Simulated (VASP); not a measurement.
# CoSn2 (I4/mcm) in VASP: single point with r2SCAN

Aim: the single point of CoSn2 with r2SCAN.

All numbers are computed with VASP 6.6.1; they aren't measurements. Logs are shortened: lines on timing, memory, paths and dates and some standing lists are left out, and cuts for length are marked.

**1. The cell of the first run**

It takes space group I4/mcm (No. 140, tetragonal). The conventional cell has a = 6.365 Å, b = 6.365 Å, c = 5.457 Å, α = 90.00°, β = 90.00°, γ = 90.00°. Co (site symmetry 422) has 2 Co at 2.73 Å and 8 Sn at 2.76 Å within 3.6 Å. Sn (site symmetry m2m) has 4 Co at 2.76 Å and 11 Sn at 2.84 to 3.39 Å within 3.6 Å.

**2. Single point, r2SCAN**

POSCAR

```
CoSn2
1.0
   -3.1825000000      3.1825000000      2.7285000000
    3.1825000000     -3.1825000000      2.7285000000
    3.1825000000      3.1825000000     -2.7285000000
Co Sn
2 4
Direct
    0.2500000000      0.2500000000      0.0000000000
    0.7500000000      0.7500000000      0.0000000000
    0.6580000000      0.1580000000      0.8160000000
    0.1580000000      0.3420000000      0.5000000000
    0.3420000000      0.8420000000      0.1840000000
    0.8420000000      0.6580000000      0.5000000000
```

INCAR.step1

```
PREC     = Accurate       # precision mode
ENCUT    = 520            # plane-wave cutoff, eV
ISMEAR   = 0              # smearing method
SIGMA    = 0.1            # smearing width, eV
LREAL    = False          # projectors in reciprocal space
LASPH    = True           # aspherical terms in the spheres
NELM     = 80             # most SCF steps
NBANDS   = 46             # bands
GGA      = PE             # functional
ALGO     = Normal         # electronic algorithm
EDIFF    = 1E-4           # SCF threshold, eV
LWAVE    = True           # write WAVECAR
LCHARG   = False          # write CHGCAR
```

INCAR.step2

```
PREC     = Accurate       # precision mode
ENCUT    = 520            # plane-wave cutoff, eV
EDIFF    = 1E-7           # SCF threshold, eV
ISMEAR   = 0              # smearing method
SIGMA    = 0.1            # smearing width, eV
LREAL    = False          # projectors in reciprocal space
LASPH    = True           # aspherical terms in the spheres
NELM     = 80             # most SCF steps
ALGO     = Normal         # electronic algorithm
ISIF     = 2              # what is computed and relaxed
LWAVE    = False          # write WAVECAR
LCHARG   = False          # write CHGCAR
METAGGA  = R2SCAN         # meta-GGA
LMIXTAU  = True         
NBANDS   = 46             # bands
ISTART   = 1
```

KPOINTS

```
regular mesh
0
Gamma
  8 8 8
```

Potentials or basis: VASP PAW PBE potentials, release 64 (Co, Sn_d).

Launch:

```
$ cat potpaw_PBE.64/Co/POTCAR potpaw_PBE.64/Sn_d/POTCAR > POTCAR
$ cp INCAR.step1 INCAR
$ mpirun -np 1 vasp_std > vasp.out
$ cp INCAR.step2 INCAR
$ mpirun -np 1 vasp_std > vasp.out
```

OUTCAR:

```text
PREC = Accurate
   ENCUT = 520
   EDIFF = 1E-7
   ISMEAR = 0
   LREAL = False
   LASPH = True
   NELM = 80
   ISIF = 2
   METAGGA = R2SCAN
   ISTART = 1

 ion  position               nearest neighbor table
   1  0.250  0.250  0.000-   2 2.73   2 2.73   6 2.76   3 2.76   4 2.76   5 2.76   4 2.76   6 2.76
                             3 2.76   5 2.76
   2  0.750  0.750  0.000-   1 2.73   1 2.73   5 2.76   3 2.76   5 2.76   6 2.76   6 2.76   3 2.76
                             4 2.76   4 2.76
   3  0.658  0.158  0.816-   1 2.76   2 2.76   1 2.76   2 2.76   5 2.84   5 3.19   5 3.19   6 3.39
                             4 3.39   4 3.39   6 3.39   6 3.39   4 3.39   4 3.39   6 3.39
   4  0.158  0.342  0.500-   2 2.76   1 2.76   1 2.76   2 2.76   6 2.84   6 3.19   6 3.19   5 3.39
                             3 3.39   3 3.39   5 3.39   5 3.39   5 3.39   3 3.39   3 3.39
   5  0.342  0.842  0.184-   1 2.76   2 2.76   1 2.76   2 2.76   3 2.84   3 3.19   3 3.19   6 3.39
                             4 3.39   6 3.39   4 3.39   4 3.39   6 3.39   6 3.39   4 3.39
   6  0.842  0.658  0.500-   1 2.76   2 2.76   2 2.76   1 2.76   4 2.84   4 3.19   4 3.19   5 3.39
                             3 3.39   3 3.39   5 3.39   5 3.39   5 3.39   3 3.39   3 3.39

  LATTYP: Found a body centered tetragonal cell.
 ALAT       =     6.3650000000
 C/A-ratio  =     0.8573448547

  Lattice vectors:

 A1 = (  -3.1825000000,   3.1825000000,   2.7285000000)
 A2 = (   3.1825000000,  -3.1825000000,   2.7285000000)
 A3 = (   3.1825000000,   3.1825000000,  -2.7285000000)

Analysis of symmetry for initial positions (statically):
=====================================================================
 Subroutine PRICEL returns:
 Original cell was already a primitive cell.

 Routine SETGRP: Setting up the symmetry group for a
 body centered tetragonal supercell.

 Subroutine GETGRP returns: Found 16 space group operations
 (whereof  8 operations were pure point group operations)
 out of a pool of 16 trial point group operations.

The static configuration has the point symmetry C_4h.
 The point group associated with its full space group is D_4h.

Analysis of symmetry for dynamics (positions and initial velocities):
=====================================================================
 Subroutine PRICEL returns:
 Original cell was already a primitive cell.

 Routine SETGRP: Setting up the symmetry group for a
 body centered tetragonal supercell.

 Subroutine GETGRP returns: Found 16 space group operations
 (whereof  8 operations were pure point group operations)
 out of a pool of 16 trial point group operations.

The dynamic configuration has the point symmetry C_4h.
[... 113 lines left out ...]
   NFREE  =      0    steps in history (QN), initial steepest desc. (CG)
   ISIF   =      2    stress and relaxation
   ISYM   =      2    0-nonsym 1-usesym 2-fastsym
   POTIM  = 0.5000    time-step for ionic-motion
   TEBEG  =    0.0;   TEEND  =   0.0 temperature during run
   PSTRESS=    0.0 pullay stress
   NELECT =      74.0000    total number of electrons
   NUPDOWN=      -1.0000    fix difference up-down
   EMIN   =  10.00;   EMAX   =-10.00  energy-range for DOS
   EFERMI =   0.00;   METHOD = LEGACY
   ISMEAR =     0;   SIGMA  =   0.10  broadening in eV -4-tet -1-fermi 0-gaus
   EFERMI_NEDOS =   21; number of points for ismear=-14 and -15
   IALGO  =     38    algorithm
   IMIX   =      4    mixing-type and parameters
     AMIX     =   0.40;   BMIX     =  1.00
     AMIX_MAG =   1.60;   BMIX_MAG =  1.00
  volume/ion in A,a.u.               =      18.42       124.33
  Fermi-wavevector in a.u.,A,eV,Ry     =   1.432117  2.706309 27.904990  2.050959
  Thomas-Fermi vector in A             =   2.551779
   LORBIT       =      0    0 simple, 1 ext, 2 COOP (PROOUT), +10 PAW based schemes
   METAGGA = R2SCAN    functional components
   LHFCALC =     F    Hartree Fock is set to
   AEXX    =    0.0000 exact exchange contribution
   IVDW    =     0    specifies the selected vdW correction
   LEPSILON=     F    determine dielectric tensor
   LRPA    =     F    only Hartree local field effects (RPA)
 non-spin polarized calculation
 Gauss-broadening in eV      SIGMA  =   0.10
  energy-cutoff  :      520.00
  volume of cell :      110.54
 maximum number of plane-waves:      3023
   NGX = 19   NGY = 19   NGZ = 19

 number of electron      74.0000012 magnetization

 Free energy of the ion-electron system (eV)
  ---------------------------------------------------
  ext. energy  EPLUGINS =         0.00000000
  ---------------------------------------------------
  free energy    TOTEN  =      -124.67162288 eV

  energy without entropy =     -124.65649936  energy(sigma->0) =     -124.66406112

 E-fermi :  10.4044     XC(G=0): -12.8224

 val. band max:       10.4031277808   @ k =   0.2500   0.1250   0.0000
 cond. band min:      10.4100817601   @ k =  -0.3750   0.3750   0.3750
 fundamental gap:      0.0069539793
 Fermi energy:        10.4043827753

 k-point     1 :       0.0000    0.0000    0.0000
  band No.  band energies     occupation
      1     -11.9465      2.00000
      2     -11.9152      2.00000
      3     -11.8730      2.00000
      4     -11.8501      2.00000
      5     -11.8448      2.00000
      6     -11.8448      2.00000
[... 1165 lines left out ...]
     45      14.9708      0.00000
     46      14.9708      0.00000

 [... further k-points ...]

------------------------ aborting loop because EDIFF is reached ----------------------------------------

  FORCE on cell =-STRESS in cart. coord.  units (eV):
  Direction    XX          YY          ZZ          XY          YZ          ZX
  --------------------------------------------------------------------------------------
  -------------------------------------------------------------------------------------
  Total       -1.4118295     -1.4118295     -1.8957950      0.0000000      0.0000000      0.0000000
  in kB      -20.4631294    -20.4631294    -27.4777505      0.0000000      0.0000000      0.0000000
  external PRESSURE =     -22.8013364 kB  Pullay stress =       0.0000000 kB

 VOLUME and BASIS-vectors are now :
 -----------------------------------------------------------------------------
  energy-cutoff  :      520.00
  volume of cell :      110.54
      direct lattice vectors                 reciprocal lattice vectors
    -3.182500000  3.182500000  2.728500000     0.000000000  0.157109191  0.183250870
     3.182500000 -3.182500000  2.728500000     0.157109191  0.000000000  0.183250870
     3.182500000  3.182500000 -2.728500000     0.157109191  0.157109191  0.000000000

 POSITION                                       TOTAL-FORCE (eV/Angst)
 -----------------------------------------------------------------------------------
      0.00000      0.00000      1.36425        -0.000000      0.000000     -0.000000
      0.00000      0.00000      4.09275        -0.000000      0.000000     -0.000000
      1.00567      4.18817      0.00000         0.659410      0.659410     -0.000000
      2.17683      1.00567      0.00000        -0.659410      0.659410     -0.000000
      2.17683     -1.00567      2.72850        -0.659410     -0.659410      0.000000
      1.00567      2.17683      2.72850         0.659410     -0.659410     -0.000000
 -----------------------------------------------------------------------------------
    total drift:                                0.000000      0.000000     -0.000000

  FREE ENERGIE OF THE ION-ELECTRON SYSTEM (eV)
  ---------------------------------------------------
  free  energy   TOTEN  =      -124.6716228817 eV

  energy  without entropy=     -124.6564993642  energy(sigma->0) =     -124.66406112
```

OSZICAR.step1:

```text
N       E                     dE             d eps       ncg     rms          rms(c)
DAV:   1     0.778774717122E+03    0.77877E+03   -0.35099E+04  5480   0.268E+03
DAV:   2     0.927295548915E+02   -0.68605E+03   -0.67033E+03  5428   0.659E+02
DAV:   3    -0.244456924536E+02   -0.11718E+03   -0.11368E+03  5656   0.231E+02
DAV:   4    -0.311239642047E+02   -0.66783E+01   -0.65841E+01  6224   0.603E+01
DAV:   5    -0.313086893766E+02   -0.18473E+00   -0.18457E+00  6984   0.977E+00    0.130E+01
DAV:   6    -0.389127383290E+02   -0.76040E+01   -0.46374E+01  6190   0.554E+01    0.259E+01
DAV:   7    -0.296580902734E+02    0.92546E+01   -0.20677E+01  6004   0.473E+01    0.359E+00
DAV:   8    -0.297254444104E+02   -0.67354E-01   -0.24827E+00  6720   0.789E+00    0.298E+00
DAV:   9    -0.296531784503E+02    0.72266E-01   -0.40177E-01  6450   0.536E+00    0.466E-01
DAV:  10    -0.296525458322E+02    0.63262E-03   -0.19644E-02  6066   0.120E+00    0.244E-01
DAV:  11    -0.296519495228E+02    0.59631E-03   -0.14930E-03  7156   0.263E-01    0.101E-01
DAV:  12    -0.296519525798E+02   -0.30570E-05   -0.75818E-05  3678   0.689E-02
   1 F= -.29651953E+02 E0= -.29643255E+02  d E =-.173951E-01
```

Run time: 19 min. Hardware: 1 thread of Intel Xeon Platinum 8488C (Sapphire Rapids), shared host; peak memory 0.41 GiB.

What came out:

| Property | Result |
| --- | --- |
| Free energy | -124.6716 eV |
| Pressure | -2.3 GPa |
| Largest force | 0.933 eV/Å |
| Band gap on the k mesh | zero (band 37 reaches 11.42 eV, above the bottom of band 38 at 9.82 eV) |

Forces on the atoms (eV/Å):
```
Co   0.000  0.000  0.000
Co   0.000  0.000  0.000
Sn   0.659  0.659  0.000
Sn  -0.659  0.659  0.000
Sn  -0.659 -0.659  0.000
Sn   0.659 -0.659  0.000
```

Levels at points of the mesh, in eV from the Fermi level:
```tsv
k point	band 35	band 36	band 37	band 38	band 39	band 40
(0.00, 0.00, 0.00)	-1.03	-0.96	-0.56	-0.56	0.41	0.52
(0.50, 0.00, 0.00)	-0.67	-0.67	0.23	0.23	1.99	1.99
(0.50, 0.50, 0.00)	-1.02	-0.66	-0.56	0.83	0.85	1.51
(0.50, 0.50, 0.50)	-0.65	0.34	0.60	1.18	2.64	2.64
```

Caveat: the PAW data sets were made with another functional, which shifts forces and pressure a little; spin-orbit coupling is left out, which moves the levels of the heavy elements. Spin polarisation is off, so any magnetic state and its effect on volume and gap are missing.
